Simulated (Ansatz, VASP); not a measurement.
**CdS in VASP and in Ansatz**

```
Cd S
1.0
     4.19732    0.00000    0.00000
    -2.09866    3.63499    0.00000
     0.00000    0.00000    6.82841
Cd S
2 2
Direct
  0.33333 0.66667 0.99920
  0.66667 0.33333 0.49920
  0.33333 0.66667 0.37580
  0.66667 0.33333 0.87580
```

Alike in both runs: functional PBE; k mesh 6 × 6 × 4; occupations fermi-dirac, width 0.02 eV; no spin polarisation.

Ansatz relaxed the structure, and its values are those at the end. VASP's run is a single point on that final structure, the one shown.

|  | VASP | Ansatz |
| --- | --- | --- |
| version | VASP 6.6.1 | Ansatz 0.2.0 |
| potentials or method | VASP PAW PBE potentials, release 64 (Cd, S), cutoff 520 eV | PAW plane waves |
| valence electrons in the cell | 36 | 52 |

|  | VASP | Ansatz | Ansatz less VASP |
| --- | --- | --- | --- |
| gap on the k mesh at the Fermi level (eV) | 1.11 | 1.11 | -0.002 |
| pressure (GPa) | 0.3 | 0.0 | -0.28 |

The functional is the same, so the differences come from potentials, cutoffs and numerics. VASP's potentials hold 36 valence electrons a cell and Ansatz's 52, so a difference there can come from the potentials and not from the codes.
